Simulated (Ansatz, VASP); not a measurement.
# Two plane-wave programs on Ag

```
Ag
1.0
     2.88889    0.00000    0.00000
    -1.44444    2.50185    0.00000
     0.00000    0.00000    4.71753
Ag
2
Direct
  0.00000 0.00000 0.00000
  0.33333 0.66667 0.50000
```

Alike in both runs: task relaxation of cell and atoms; functional PBE; k mesh 18 × 18 × 10; occupations gaussian, width 0.1 eV; no spin polarisation.

|  | VASP | Ansatz |
| --- | --- | --- |
| version | VASP 6.6.1 | Ansatz 0.2.0 |
| potentials or method | VASP PAW PBE potentials, release 64 (Ag), cutoff 600 eV | scalar-relativistic, plane waves, PAW |
| valence electrons in the cell | 22 | 38 |

|  | VASP | Ansatz | Ansatz less VASP |
| --- | --- | --- | --- |
| gap on the k mesh at the Fermi level, each at its own relaxed structure (eV) | none | none | - |
| relaxed volume (Å³/atom) | 17.86 | 17.89 | +0.036 |
| relaxed length of the cell vector where the two differ most in proportion (Å) | 4.795 | 4.800 | +0.0043 |

A gap of «none» marks a metal or a gap that the smearing closes. VASP's potentials hold 22 valence electrons a cell and Ansatz's 38, so a difference there can come from the potentials and not from the codes.
